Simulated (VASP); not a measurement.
# GaAs in VASP: single point with PBEsol

Aim: the single point of GaAs with PBEsol.

All numbers are computed with VASP 6.6.1; they aren't measurements. Logs are shortened: lines on timing, memory, paths and dates and some standing lists are left out, and cuts for length are marked.

## (1) The cell of the first run

The cell holds a slab with vacuum, 12 atoms: a = 8.002 Å, b = 4.001 Å, c = 22.073 Å, α = 90.00°, β = 90.00°, γ = 90.00°.

## (2) Single point, PBEsol

Input file INCAR:

```
PREC = Accurate
ENCUT = 400
EDIFF = 1E-6
ISMEAR = 0
SIGMA = 0.05
LREAL = False
LASPH = True
NELM = 120
ALGO = Normal
ISIF = 2
LWAVE = False
LCHARG = False
LDIPOL = True
IDIPOL = 3
DIPOL = 0.5 0.5 0.498
GGA = PS
NBANDS = 66
GGA_COMPAT = False
NELMDL = -8
```

Input file KPOINTS:

```
Automatic mesh
0
Gamma
  5 9 1
```

Input file POSCAR:

```
GaAs
1.0
    8.0020093052      0.0000000000      0.0000000000
    0.0000000000      4.0010046526      0.0000000000
    0.0000000000      0.0000000000     22.0728438035
As Ga
6 6
Direct
    0.5000000000      0.5000000000      0.3397840381
    0.0000000000      0.5000000000      0.3397840381
    0.7494901576     -0.0000199338      0.4665179466
    0.2497787890      0.0001159549      0.4843602166
   -0.0301982986      0.4998468264      0.6116974847
    0.5317937892      0.4998386225      0.6120475503
    0.2500000000      0.5000000000      0.4038704229
    0.7500000000      0.5000000000      0.4038704229
    0.5289533584     -0.0002455208      0.5404915921
   -0.0288764406     -0.0002471017      0.5401145321
    0.7514549371      0.9991337782      0.6628912999
    0.2509602252      0.4995748853      0.5713063492
```

Potentials or basis: VASP PAW PBE potentials, release 64 (As, Ga_d).

Started as:

```bash
$ cat potpaw_PBE.64/As/POTCAR potpaw_PBE.64/Ga_d/POTCAR > POTCAR
$ mpirun -np 1 vasp_std > vasp.out
```

OUTCAR:

```text
PREC = Accurate
   ENCUT = 400
   EDIFF = 1E-6
   ISMEAR = 0
   LREAL = False
   LASPH = True
   NELM = 120
   ISIF = 2
   GGA = PS
   NELMDL = -8

 ion  position               nearest neighbor table
   1  0.500  0.500  0.340-   7 2.45   8 2.45
   2  0.000  0.500  0.340-   7 2.45   8 2.45
   3  0.749  1.000  0.467-   9 2.40  10 2.41   8 2.43   8 2.43
   4  0.250  0.000  0.484-  10 2.55   9 2.55   7 2.68   7 2.68  12 2.77  12 2.77
   5  0.970  0.500  0.612-  12 2.42  10 2.55  10 2.55  11 2.88  11 2.89
   6  0.532  0.500  0.612-  12 2.42   9 2.55   9 2.55  11 2.89  11 2.89
   7  0.250  0.500  0.404-   1 2.45   2 2.45   4 2.68   4 2.68
   8  0.750  0.500  0.404-   3 2.43   3 2.43   1 2.45   2 2.45
   9  0.529  1.000  0.540-   3 2.40   6 2.55   6 2.55   4 2.55
  10  0.971  1.000  0.540-   3 2.41   4 2.55   5 2.55   5 2.55
  11  0.751  0.999  0.663-   5 2.88   6 2.89   5 2.89   6 2.89
  12  0.251  0.500  0.571-   5 2.42   6 2.42   4 2.77   4 2.77

  LATTYP: Found a simple orthorhombic cell.
 ALAT       =     4.0010046526
 B/A-ratio  =     2.0000000000
 C/A-ratio  =     5.5168253276

  Lattice vectors:

 A1 = (   0.0000000000,  -4.0010046526,   0.0000000000)
 A2 = (   8.0020093052,   0.0000000000,   0.0000000000)
 A3 = (   0.0000000000,   0.0000000000,  22.0728438035)

Analysis of symmetry for initial positions (statically):
=====================================================================
 Subroutine PRICEL returns:
 Original cell was already a primitive cell.

 Routine SETGRP: Setting up the symmetry group for a
 simple orthorhombic supercell.

 Subroutine GETGRP returns: Found  1 space group operations
 (whereof  1 operations were pure point group operations)
 out of a pool of  8 trial point group operations.

The static configuration has the point symmetry C_1 .

Analysis of symmetry for dynamics (positions and initial velocities):
=====================================================================
 Subroutine PRICEL returns:
 Original cell was already a primitive cell.

 Routine SETGRP: Setting up the symmetry group for a
 simple orthorhombic supercell.

 Subroutine GETGRP returns: Found  1 space group operations
 (whereof  1 operations were pure point group operations)
 out of a pool of  8 trial point group operations.

The dynamic configuration has the point symmetry C_1 .

 Subroutine INISYM returns: Found  1 space group operations
 (whereof  1 operations are pure point group operations),
 and found     1 'primitive' translations

[... 130 lines left out ...]
   IMIX   =      4    mixing-type and parameters
     AMIX     =   0.40;   BMIX     =  1.00
     AMIX_MAG =   1.60;   BMIX_MAG =  1.00
  volume/ion in A,a.u.               =      58.89       397.41
  Fermi-wavevector in a.u.,A,eV,Ry     =   0.875267  1.654015 10.423322  0.766093
  Thomas-Fermi vector in A             =   1.994914
   LORBIT       =      0    0 simple, 1 ext, 2 COOP (PROOUT), +10 PAW based schemes
   GGA     = PS    functional components
   LHFCALC =     F    Hartree Fock is set to
   AEXX    =    0.0000 exact exchange contribution
   IVDW    =     0    specifies the selected vdW correction
   LEPSILON=     F    determine dielectric tensor
   LRPA    =     F    only Hartree local field effects (RPA)
 non-spin polarized calculation
 Gauss-broadening in eV      SIGMA  =   0.05
  energy-cutoff  :      400.00
  volume of cell :      706.69
 maximum number of plane-waves:     12896
 NGX is ok and might be reduce to    54
   NGX = 27   NGY = 13   NGZ = 71

 dipolmoment           0.000000      0.000000      0.061839 electrons x Angstroem

 number of electron     107.9999994 magnetization

 dipolmoment           0.000000      0.000000     -0.258749 electrons x Angstroem

 Free energy of the ion-electron system (eV)
  ---------------------------------------------------
  ext. energy  EPLUGINS =         0.00000000
  ---------------------------------------------------
  free energy    TOTEN  =       -48.76844926 eV

  energy without entropy =      -48.76429645  energy(sigma->0) =      -48.76637286

 E-fermi :  -1.6584     XC(G=0):  -4.4274

 val. band max:       -1.6781210837   @ k =   0.0000   0.1111   0.0000
 cond. band min:      -1.6106132580   @ k =  -0.2000   0.2222   0.0000
 fundamental gap:      0.0675078256
 Fermi energy:        -1.6583805207

 k-point     1 :       0.0000    0.0000    0.0000
  band No.  band energies     occupation
      1     -16.8792      2.00000
      2     -16.7816      2.00000
      3     -16.7803      2.00000
      4     -16.7672      2.00000
      5     -16.7622      2.00000
      6     -16.5895      2.00000
[... 1576 lines left out ...]
     65       2.7307      0.00000
     66       3.1824      0.00000

------------------------ aborting loop because EDIFF is reached ----------------------------------------

 vacuum level on the upper side and lower side of the slab       (xc-potential included)        -0.739         0.633

  FORCE on cell =-STRESS in cart. coord.  units (eV):
  Direction    XX          YY          ZZ          XY          YZ          ZX
  --------------------------------------------------------------------------------------
  -------------------------------------------------------------------------------------
  Total       -0.9209478     -6.6335159     -1.0036697     -0.0004123      0.0004626     -0.0109966
  in kB       -2.0879456    -15.0393117     -2.2754904     -0.0009347      0.0010487     -0.0249313
  external PRESSURE =      -6.4675826 kB  Pullay stress =       0.0000000 kB

 VOLUME and BASIS-vectors are now :
 -----------------------------------------------------------------------------
  energy-cutoff  :      400.00
  volume of cell :      706.69
      direct lattice vectors                 reciprocal lattice vectors
     8.002009305  0.000000000  0.000000000     0.124968612  0.000000000  0.000000000
     0.000000000  4.001004653  0.000000000     0.000000000  0.249937225  0.000000000
     0.000000000  0.000000000 22.072843803     0.000000000  0.000000000  0.045304538

 POSITION                                       TOTAL-FORCE (eV/Angst)
 -----------------------------------------------------------------------------------
      4.00100      2.00050      7.50000        -0.155056      0.000119      0.305021
      0.00000      2.00050      7.50000         0.155736      0.000124      0.312665
      5.99743      4.00092     10.29738         0.002075     -0.000218     -0.009217
      1.99873      0.00046     10.69121         0.003001     -0.000421     -0.008792
      7.76036      1.99989     13.50190        -0.012458     -0.003024      0.024927
      4.25542      1.99986     13.50963         0.012032     -0.002796      0.027168
      2.00050      2.00050      8.91457         0.003739     -0.000548     -0.230189
      6.00151      2.00050      8.91457        -0.005299     -0.000330     -0.422020
      4.23269      4.00002     11.93019        -0.001127      0.000916     -0.004409
      7.77094      4.00002     11.92186        -0.002830      0.001134     -0.003803
      6.01315      3.99754     14.63190        -0.001056      0.002244      0.008534
      2.00819      1.99880     12.61036         0.001244      0.002799      0.000114
 -----------------------------------------------------------------------------------
    total drift:                                0.001282      0.000555     -0.000784

  FREE ENERGIE OF THE ION-ELECTRON SYSTEM (eV)
  ---------------------------------------------------
  free  energy   TOTEN  =       -48.7684492623 eV

  energy  without entropy=      -48.7642964501  energy(sigma->0) =      -48.76637286

 vacuum level on the upper side and lower side of the slab         2.597         4.038
```

OSZICAR:

```text
N       E                     dE             d eps       ncg     rms          rms(c)
DAV:   1     0.755312439156E+03    0.75531E+03   -0.41647E+04  3412   0.137E+03
DAV:   2     0.535663249997E+02   -0.70175E+03   -0.67983E+03  3740   0.341E+02
DAV:   3    -0.426504211572E+02   -0.96217E+02   -0.93984E+02  3552   0.134E+02
[... 22 lines left out ...]
DAV:  26    -0.487684357976E+02   -0.15066E-04   -0.79011E-07  2354   0.530E-03    0.394E-04
DAV:  27    -0.487684449351E+02   -0.91375E-05   -0.49393E-07  2292   0.309E-03    0.331E-04
DAV:  28    -0.487684469417E+02   -0.20066E-05   -0.99124E-08  2284   0.144E-03    0.206E-04
DAV:  29    -0.487684487800E+02   -0.18383E-05   -0.88399E-08  2092   0.184E-03    0.143E-04
DAV:  30    -0.487684492623E+02   -0.48238E-06   -0.27077E-08  2118   0.983E-04
   1 F= -.48768449E+02 E0= -.48766373E+02  d E =-.415281E-02
```

Wall time 18 min (1 thread of Intel Xeon 6975P-C (Granite Rapids), shared host); peak memory 0.83 GiB.

What came out:

| Property | Result |
| --- | --- |
| Free energy | -48.7684 eV |
| Largest force | 0.422 eV/Å |
| Band gap on the k mesh | zero (band 54 reaches -0.94 eV, above the bottom of band 55 at -2.18 eV) |

Forces on the atoms (eV/Å):
```
As  -0.155  0.000  0.305
As   0.156  0.000  0.313
As   0.002  0.000 -0.009
As   0.003  0.000 -0.009
As  -0.012 -0.003  0.025
As   0.012 -0.003  0.027
Ga   0.004 -0.001 -0.230
Ga  -0.005  0.000 -0.422
Ga  -0.001  0.001 -0.004
Ga  -0.003  0.001 -0.004
Ga  -0.001  0.002  0.009
Ga   0.001  0.003  0.000
```

Levels at points of the mesh, in eV from the Fermi level:
| k point | band 51 | band 52 | band 53 | band 54 | band 55 | band 56 | band 57 | band 58 |
| --- | --- | --- | --- | --- | --- | --- | --- | --- |
| (0.00, 0.00, 0.00) | -0.73 | -0.36 | -0.04 | 0.11 | 0.80 | 0.88 | 1.39 | 1.46 |

Caveat: the PAW data sets were made with another functional, which shifts forces and pressure a little.
